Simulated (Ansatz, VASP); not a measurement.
## Co in VASP and in Ansatz

INCAR

```
SYSTEM = Co
  ALGO = Normal
  EDIFF = 1E-6
  ENCUT = 600
  GGA = PE
  GGA_COMPAT = .False.
  ISIF = 2
  ISMEAR = -1
  LASPH = .True.
  LCHARG = .False.
  LREAL = .False.
  LWAVE = .False.
  NBANDS = 16
  NELM = 120
  PREC = Accurate
  SIGMA = 0.01
```

The input KPOINTS:

```
k-points
0
Gamma
  15 15 8
  0 0 0
```

POSCAR

```
Co
1.0
    2.4583936733      0.0000000000      0.0000000000
   -1.2291968366      2.1290313736      0.0000000000
    0.0000000000      0.0000000000      3.9606917934
Co
2
Direct
    0.3333333333      0.6666666667      0.2500000000
    0.6666666667      0.3333333333      0.7500000000
```

Input for Ansatz:

```yaml
crystal:
  lattice:
    - [2.4583936733, 0.0, 0.0]
    - [-1.2291968366, 2.1290313736, 0.0]
    - [0.0, 0.0, 3.9606917934]
  atoms:
    - { symbol: Co, position: [0.3333333333, 0.6666666667, 0.25] }
    - { symbol: Co, position: [0.6666666667, 0.3333333333, 0.75] }
hamiltonian:
  xc: pbe
  pseudopotentials:
    kind: paw
    azcp:
      Co: "pseudopotentials/Co.paw.azcp"
basis:
  ecutwfc: 420
  fft_grid_basis: typed
kpoints:
  mp_grid: { grid: [15, 15, 8], shift: [0, 0, 0] }
magnetization:
  spin_polarized: false
scf:
  occupations: { method: fermi_dirac, width: 0.01 }
  lower_state_search: "off"
output:
  stress: true
```

Alike in both runs: task single point; functional PBE; k mesh 15 × 15 × 8; occupations fermi-dirac, width 0.01 eV; no spin polarisation.

|  | VASP | Ansatz |
| --- | --- | --- |
| version | VASP 6.6.1 | Ansatz 0.2.0 |
| potentials or method | VASP PAW PBE potentials, release 64 (Co), cutoff 600 eV | plane waves (420 eV) with PAW, scalar-relativistic |
| valence electrons in the cell | 18 | 34 |

|  | VASP | Ansatz | Ansatz less VASP |
| --- | --- | --- | --- |
| pressure (GPa) | -1.9 | -1.1 | +0.77 |
| traceless stress, the component that is largest in VASP (GPa) | -0.07 | 0.00 | +0.073 |

VASP's potentials hold 18 valence electrons a cell and Ansatz's 34, so a difference there can come from the potentials and not from the codes.
